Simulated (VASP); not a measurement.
# ZnS (F-43m) in VASP: single point with PBE

Aim: the single point of ZnS with PBE.

Everything below comes from runs of VASP 6.6.1. Logs are shortened: lines on timing, memory, paths and dates and some standing lists are left out, and cuts for length are marked.

**1. The cell of the first run**

The structure is cubic, space group F-43m (No. 216). The conventional cell has a = 5.442 Å, b = 5.442 Å, c = 5.442 Å, α = 90.00°, β = 90.00°, γ = 90.00°. Zn (site symmetry -43m) has 4 S at 2.36 Å within 3.1 Å. Within 3.1 Å of S (site symmetry -43m) lie 4 Zn at 2.36 Å.

**2. Single point, PBE**

Contents of INCAR:

```
PREC = Accurate ; ENCUT = 500
EDIFF = 1E-6 ; ISMEAR = 0
SIGMA = 0.02 ; LREAL = F
LASPH = T ; NELM = 120
ALGO = Normal ; ISIF = 2
LWAVE = F ; LCHARG = F
GGA = PE ; NBANDS = 16
GGA_COMPAT = F
```

Contents of KPOINTS:

```
Automatic mesh
0
Gamma
  10 10 10
```

Contents of POSCAR:

```
ZnS
1.0
    0.0000000000      2.7211543806      2.7211543806
    2.7211543806      0.0000000000      2.7211543806
    2.7211543806      2.7211543806      0.0000000000
Zn S
1 1
Direct
    0.0000000000      0.0000000000      0.0000000000
    0.7500000000      0.7500000000      0.7500000000
```

Potentials or basis: VASP PAW PBE potentials, release 64 (Zn, S).

Run with:

```
$ cat potpaw_PBE.64/Zn/POTCAR potpaw_PBE.64/S/POTCAR > POTCAR
$ mpirun -np 1 vasp_std > vasp.out
```

OUTCAR:

```text
PREC = Accurate
   ENCUT = 500
   EDIFF = 1E-6
   ISMEAR = 0
   LREAL = F
   LASPH = T
   NELM = 120
   ISIF = 2
   GGA = PE

 ion  position               nearest neighbor table
   1  0.000  0.000  0.000-   2 2.36   2 2.36   2 2.36   2 2.36
   2  0.750  0.750  0.750-   1 2.36   1 2.36   1 2.36   1 2.36

  LATTYP: Found a face centered cubic cell.
 ALAT       =     5.4423087612

  Lattice vectors:

 A1 = (   0.0000000000,   2.7211543806,   2.7211543806)
 A2 = (   2.7211543806,   0.0000000000,   2.7211543806)
 A3 = (   2.7211543806,   2.7211543806,   0.0000000000)

Analysis of symmetry for initial positions (statically):
=====================================================================
 Subroutine PRICEL returns:
 Original cell was already a primitive cell.

 Routine SETGRP: Setting up the symmetry group for a
 face centered cubic supercell.

 Subroutine GETGRP returns: Found 24 space group operations
 (whereof 24 operations were pure point group operations)
 out of a pool of 48 trial point group operations.

The static configuration has the point symmetry T_d .

Analysis of symmetry for dynamics (positions and initial velocities):
=====================================================================
 Subroutine PRICEL returns:
 Original cell was already a primitive cell.

 Routine SETGRP: Setting up the symmetry group for a
 face centered cubic supercell.

 Subroutine GETGRP returns: Found 24 space group operations
 (whereof 24 operations were pure point group operations)
 out of a pool of 48 trial point group operations.

The dynamic configuration has the point symmetry T_d .

 Subroutine INISYM returns: Found 24 space group operations
 (whereof 24 operations are pure point group operations),
 and found     1 'primitive' translations

----------------------------------------------------------------------------------------

                                     Primitive cell

  volume of cell :      40.2986

  direct lattice vectors                    reciprocal lattice vectors
     0.000000000  2.721154381  2.721154381    -0.183745547  0.183745547  0.183745547
     2.721154381  0.000000000  2.721154381     0.183745547 -0.183745547  0.183745547
     2.721154381  2.721154381  0.000000000     0.183745547  0.183745547 -0.183745547

  length of vectors
     3.848293430  3.848293430  3.848293430     0.318256623  0.318256623  0.318256623

  position of ions in fractional coordinates (direct lattice)
     0.000000000  0.000000000  0.000000000
     0.750000000  0.750000000  0.750000000

  ion indices of the primitive-cell ions
   primitive index   ion index
                 1           1
                 2           2

----------------------------------------------------------------------------------------

 KPOINTS: Automatic mesh

Automatic generation of k-mesh.
 Grid dimensions read from file:
 generate k-points for:   10   10   10

 Generating k-lattice:

  Cartesian coordinates                     Fractional coordinates (reciprocal lattice)
    -0.018374555  0.018374555  0.018374555     0.100000000  0.000000000  0.000000000
     0.018374555 -0.018374555  0.018374555     0.000000000  0.100000000  0.000000000
     0.018374555  0.018374555 -0.018374555     0.000000000  0.000000000  0.100000000

  Length of vectors
     0.031825662  0.031825662  0.031825662

  Shift w.r.t. Gamma in fractional coordinates (k-lattice)
     0.000000000  0.000000000  0.000000000

 Subroutine IBZKPT returns following result:
 ===========================================

 Found     47 irreducible k-points:

 Following reciprocal coordinates:
            Coordinates               Weight
  0.000000  0.000000  0.000000      1.000000
  0.100000  0.000000  0.000000      8.000000
  0.200000  0.000000  0.000000      8.000000
  0.300000  0.000000  0.000000      8.000000
  0.400000  0.000000  0.000000      8.000000
  0.500000  0.000000  0.000000      4.000000
[... 16 lines left out ...]
  0.300000  0.300000  0.000000      6.000000
  0.400000  0.300000  0.000000     24.000000
 [... further k-points ...]
   k-points           NKPTS =     47   k-points in BZ     NKDIM =     47   number of bands    NBANDS=     16
   number of dos      NEDOS =    301   number of ions     NIONS =      2
   total plane-waves  NPLWV =  21952
   dimension x,y,z NGX =    28 NGY =   28 NGZ =   28
   dimension x,y,z NGXF=    56 NGYF=   56 NGZF=   56
   ions per type =               1   1
   NGX,Y,Z   is equivalent  to a cutoff of  12.10, 12.10, 12.10 a.u.
   NGXF,Y,Z  is equivalent  to a cutoff of  24.19, 24.19, 24.19 a.u.
 SYSTEM =  unknown system
   PREC   = accura    normal or accurate (medium, high low for compatibility)
   ISTART =      0    job   : 0-new  1-cont  2-samecut
   ICHARG =      2    charge: 1-file 2-atom 10-const
   ISPIN  =      1    spin polarized calculation?
   LNONCOLLINEAR =      F non collinear calculations
   LSORBIT =      F    spin-orbit coupling
   LASPH  =      T    aspherical Exc in radial PAW
   ENCUT  =  500.0 eV  36.75 Ry    6.06 a.u.   7.02  7.02  7.02*2*pi/ulx,y,z
   NELM   =    120;   NELMIN=  2; NELMDL= -5     # of ELM steps
   EDIFF  = 0.1E-05   stopping-criterion for ELM
   LREAL  =      F    real-space projection
   EDIFFG = 0.1E-04   stopping-criterion for IOM
   NSW    =      0    number of steps for IOM
   IBRION =     -1    ionic relax: 0-MD 1-quasi-New 2-CG
   NFREE  =      0    steps in history (QN), initial steepest desc. (CG)
   ISIF   =      2    stress and relaxation
   ISYM   =      2    0-nonsym 1-usesym 2-fastsym
   POTIM  = 0.5000    time-step for ionic-motion
   TEBEG  =    0.0;   TEEND  =   0.0 temperature during run
   PSTRESS=    0.0 pullay stress
   NELECT =      18.0000    total number of electrons
   NUPDOWN=      -1.0000    fix difference up-down
   EMIN   =  10.00;   EMAX   =-10.00  energy-range for DOS
   EFERMI =   0.00;   METHOD = LEGACY
   ISMEAR =     0;   SIGMA  =   0.02  broadening in eV -4-tet -1-fermi 0-gaus
   EFERMI_NEDOS =   21; number of points for ismear=-14 and -15
   IALGO  =     38    algorithm
   IMIX   =      4    mixing-type and parameters
     AMIX     =   0.40;   BMIX     =  1.00
     AMIX_MAG =   1.60;   BMIX_MAG =  1.00
  volume/ion in A,a.u.               =      20.15       135.97
  Fermi-wavevector in a.u.,A,eV,Ry     =   1.251418  2.364838 21.307372  1.566048
  Thomas-Fermi vector in A             =   2.385367
   LORBIT       =      0    0 simple, 1 ext, 2 COOP (PROOUT), +10 PAW based schemes
   GGA     = PE    functional components
   LHFCALC =     F    Hartree Fock is set to
   AEXX    =    0.0000 exact exchange contribution
   IVDW    =     0    specifies the selected vdW correction
   LEPSILON=     F    determine dielectric tensor
   LRPA    =     F    only Hartree local field effects (RPA)
 non-spin polarized calculation
 Gauss-broadening in eV      SIGMA  =   0.02
  energy-cutoff  :      500.00
  volume of cell :       40.30
 maximum number of plane-waves:      1034
   NGX = 13   NGY = 13   NGZ = 13

 number of electron      17.9999988 magnetization

 Free energy of the ion-electron system (eV)
  ---------------------------------------------------
  ext. energy  EPLUGINS =         0.00000000
  ---------------------------------------------------
  free energy    TOTEN  =        -6.85231949 eV

  energy without entropy =       -6.85231949  energy(sigma->0) =       -6.85231949

 E-fermi :   2.0539     XC(G=0):  -9.5310

 val. band max:        1.9118217575   @ k =   0.0000   0.0000   0.0000
 cond. band min:       3.9332197448   @ k =   0.0000   0.0000   0.0000
 fundamental gap:      2.0213979873
 Fermi energy:         2.0538903132

 k-point     1 :       0.0000    0.0000    0.0000
  band No.  band energies     occupation
      1     -11.0832      2.00000
      2      -4.3457      2.00000
      3      -4.3457      2.00000
      4      -4.3457      2.00000
      5      -3.8724      2.00000
      6      -3.8724      2.00000
[... 8 lines left out ...]
     15      13.6495      0.00000
     16      13.6634      0.00000

 k-point     2 :       0.1000    0.0000    0.0000
  band No.  band energies     occupation
      1     -11.0104      2.00000
      2      -4.3447      2.00000
      3      -4.3326      2.00000
      4      -4.3326      2.00000
      5      -3.8736      2.00000
      6      -3.8736      2.00000
[... 8 lines left out ...]
     15      13.2145      0.00000
     16      14.2501      0.00000

 k-point     3 :       0.2000    0.0000    0.0000
  band No.  band energies     occupation
      1     -10.8099      2.00000
      2      -4.3240      2.00000
      3      -4.3000      2.00000
      4      -4.3000      2.00000
      5      -3.8735      2.00000
      6      -3.8735      2.00000
[... 8 lines left out ...]
     15      12.8021      0.00000
     16      14.3680      0.00000

 k-point     4 :       0.3000    0.0000    0.0000
  band No.  band energies     occupation
      1     -10.5383      2.00000
      2      -4.2651      2.00000
      3      -4.2651      2.00000
      4      -4.2332      2.00000
      5      -3.8657      2.00000
      6      -3.8657      2.00000
[... 8 lines left out ...]
     15      13.1584      0.00000
     16      13.8132      0.00000

 k-point     5 :       0.4000    0.0000    0.0000
  band No.  band energies     occupation
      1     -10.2946      2.00000
      2      -4.2427      2.00000
      3      -4.2427      2.00000
      4      -3.9981      2.00000
      5      -3.8514      2.00000
      6      -3.8514      2.00000
[... 8 lines left out ...]
     15      14.2755      0.00000
     16      14.2755      0.00000

 k-point     6 :       0.5000    0.0000    0.0000
  band No.  band energies     occupation
      1     -10.1946      2.00000
      2      -4.2357      2.00000
      3      -4.2357      2.00000
      4      -3.8437      2.00000
      5      -3.8437      2.00000
      6      -3.6767      2.00000
[... 8 lines left out ...]
     15      15.2644      0.00000
     16      15.2644      0.00000

 k-point     7 :       0.1000    0.1000    0.0000
  band No.  band energies     occupation
      1     -10.9861      2.00000
      2      -4.3571      2.00000
      3      -4.3216      2.00000
      4      -4.3216      2.00000
      5      -3.8827      2.00000
      6      -3.8656      2.00000
[... 8 lines left out ...]
     15      13.7782      0.00000
     16      14.5221      0.00000

 k-point     8 :       0.2000    0.1000    0.0000
  band No.  band energies     occupation
      1     -10.8280      2.00000
      2      -4.3548      2.00000
      3      -4.2898      2.00000
      4      -4.2889      2.00000
      5      -3.8903      2.00000
      6      -3.8595      2.00000
[... 8 lines left out ...]
     15      13.6482      0.00000
     16      15.2784      0.00000

 k-point     9 :       0.3000    0.1000    0.0000
  band No.  band energies     occupation
      1     -10.5786      2.00000
      2      -4.3097      2.00000
      3      -4.2510      2.00000
      4      -4.2393      2.00000
      5      -3.8861      2.00000
      6      -3.8514      2.00000
[... 8 lines left out ...]
     15      13.8250      0.00000
     16      14.7911      0.00000
[... 172 lines left out ...]
 k-point    19 :       0.5000    0.2000    0.0000
  band No.  band energies     occupation
      1     -10.1012      2.00000
      2      -4.2449      2.00000
      3      -4.1634      2.00000
      4      -3.9865      2.00000
      5      -3.8361      2.00000
      6      -3.7154      2.00000
[... 8 lines left out ...]
     15      15.3302      0.00000
     16      16.3537      0.00000

 k-point    20 :      -0.4000    0.2000    0.0000
  band No.  band energies     occupation
      1     -10.0784      2.00000
      2      -4.2300      2.00000
      3      -4.1723      2.00000
      4      -3.9141      2.00000
      5      -3.8573      2.00000
      6      -3.6645      2.00000
[... 8 lines left out ...]
     15      13.8974      0.00000
     16      16.2540      0.00000

 k-point    21 :      -0.3000    0.2000    0.0000
  band No.  band energies     occupation
      1     -10.2168      2.00000
      2      -4.2277      2.00000
      3      -4.2002      2.00000
      4      -4.0460      2.00000
      5      -3.8817      2.00000
      6      -3.8112      2.00000
[... 8 lines left out ...]
     15      15.0085      0.00000
     16      16.2657      0.00000

 k-point    22 :      -0.2000    0.2000    0.0000
  band No.  band energies     occupation
      1     -10.4462      2.00000
      2      -4.2458      2.00000
      3      -4.2421      2.00000
      4      -4.2187      2.00000
      5      -3.8924      2.00000
      6      -3.8365      2.00000
[... 8 lines left out ...]
     15      14.7076      0.00000
     16      16.3856      0.00000

 k-point    23 :       0.3000    0.3000    0.0000
  band No.  band energies     occupation
      1     -10.3557      2.00000
      2      -4.3821      2.00000
      3      -4.1542      2.00000
      4      -4.1542      2.00000
      5      -3.8996      2.00000
      6      -3.8258      2.00000
[... 8 lines left out ...]
     15      14.7148      0.00000
     16      18.4079      0.00000

 k-point    24 :       0.4000    0.3000    0.0000
  band No.  band energies     occupation
      1     -10.1632      2.00000
      2      -4.3470      2.00000
      3      -4.1116      2.00000
      4      -4.1020      2.00000
      5      -3.8459      2.00000
      6      -3.8186      2.00000
[... 8 lines left out ...]
     15      15.2426      0.00000
     16      17.6187      0.00000

 [... further k-points ...]
[... 5 lines left out ...]
  --------------------------------------------------------------------------------------
  -------------------------------------------------------------------------------------
  Total        0.0473695      0.0473695      0.0473695      0.0000000      0.0000000     -0.0000000
  in kB        1.8833032      1.8833032      1.8833032      0.0000000      0.0000000     -0.0000000
  external PRESSURE =       1.8833032 kB  Pullay stress =       0.0000000 kB

 VOLUME and BASIS-vectors are now :
 -----------------------------------------------------------------------------
  energy-cutoff  :      500.00
  volume of cell :       40.30
      direct lattice vectors                 reciprocal lattice vectors
     0.000000000  2.721154381  2.721154381    -0.183745547  0.183745547  0.183745547
     2.721154381  0.000000000  2.721154381     0.183745547 -0.183745547  0.183745547
     2.721154381  2.721154381  0.000000000     0.183745547  0.183745547 -0.183745547

 POSITION                                       TOTAL-FORCE (eV/Angst)
 -----------------------------------------------------------------------------------
      0.00000      0.00000      0.00000        -0.000000     -0.000000     -0.000000
      4.08173      4.08173      4.08173         0.000000      0.000000      0.000000
 -----------------------------------------------------------------------------------
    total drift:                               -0.000000     -0.000000     -0.000000

  FREE ENERGIE OF THE ION-ELECTRON SYSTEM (eV)
  ---------------------------------------------------
  free  energy   TOTEN  =        -6.8523194920 eV

  energy  without entropy=       -6.8523194920  energy(sigma->0) =       -6.85231949
```

It took 10 s on 1 thread of Intel Xeon 6975P-C (Granite Rapids), shared host; peak memory 0.16 GiB.

What came out:

* Free energy: -6.8523 eV
* Pressure: 0.2 GPa
* Band gap on the k mesh: 2.02 eV

Levels at points of the mesh, in eV from the valence-band top:
```csv
k point,band 5,band 6,band 7,band 8,band 9,band 10,band 11,band 12,band 13,band 14
"(0.00, 0.00, 0.00)",-5.78,-5.78,0.00,0.00,0.00,2.02,6.41,6.41,6.41,11.74
"(0.50, 0.00, 0.00)",-5.76,-5.59,-5.15,-0.84,-0.84,3.27,6.94,6.94,8.80,12.07
"(0.50, 0.50, 0.00)",-5.71,-5.58,-4.48,-2.14,-2.14,3.45,4.07,10.83,11.82,11.82
```
